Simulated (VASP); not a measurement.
## Ru: relaxation of cell and atoms with r2SCAN+D3(BJ)

Ru:

```xyz
2
Lattice="2.7058 0.0000 0.0000 -1.3529 2.3433 0.0000 0.0000 0.0000 4.2819" Properties=species:S:1:pos:R:3 pbc="T T T"
Ru    1.3529    0.7811    3.2114
Ru    0.0000    1.5622    1.0705
```

```
Program                : VASP 6.6.1
Task                   : relaxation of cell and atoms
Functional             : r2SCAN
Dispersion             : D3(BJ)
Potentials or basis    : VASP PAW PBE potentials, release 64 (Ru_pv)
Cutoff                 : 600 eV
k mesh                 : 11 × 11 × 6
Occupations            : fermi-dirac, width 0.05 eV
Spin                   : no spin polarisation
Dipole correction      : no
Further INCAR settings : ALGO = Normal; EDIFF = 1e-07; IBRION = 2; EDIFFG = -0.01; NSW = 60; ISIF = 3
```

The relaxed volume is 13.41 Å³/atom, the relaxed cell is a = 2.696 Å, b = 2.696 Å, c = 4.263 Å, α = 90.00°, β = 90.00°, γ = 120.00° and the space group after relaxing (to 0.1 Å) is P6_3/mmc (No. 194). The energy gained by relaxing is 2.0 meV/atom, the ionic steps are 4 and the pressure after relaxing is 0.0 GPa. The band gap on the k mesh is zero (bands 14 and 15 overlap by 3.27 eV) and the dispersion energy per atom is -0.297 eV.

Stress tensor (GPa, compression positive):
```
 0.09  0.00  0.00
 0.00  0.09  0.00
 0.00  0.00 -0.09
```

The path:
```csv
step,energy change (eV),largest force (eV/Å),pressure (GPa),volume (Å³)
1,0.0000,0.0000,-3.97,27.15
2,0.0383,0.0000,14.27,25.85
3,-0.0041,0.0000,-0.05,26.84
4,-0.0041,0.0000,0.03,26.83
```

Final structure:
```
Ru
1.0
     2.69585    0.00000    0.00000
    -1.34793    2.33468    0.00000
     0.00000    0.00000    4.26264
Ru
2
Direct
  0.66667 0.33333 0.75000
  0.33333 0.66667 0.25000
```

Levels at points of the mesh, in eV from the Fermi level:
```
           k point  band 12  band 13  band 14  band 15  band 16  band 17
(0.00, 0.00, 0.00)    -1.96    -1.96    -1.42    -1.42     1.32     1.32
(0.00, 0.00, 0.50)    -2.86    -2.79    -2.79     0.64     0.64     0.64
```

Wall time 3.4 min on 1 thread of Intel(R) Xeon(R) 6975P-C (Granite Rapids) (shared host), peak memory 0.19 GiB.

Caveat: the PAW data sets were made with another functional, which shifts forces and pressure a little.
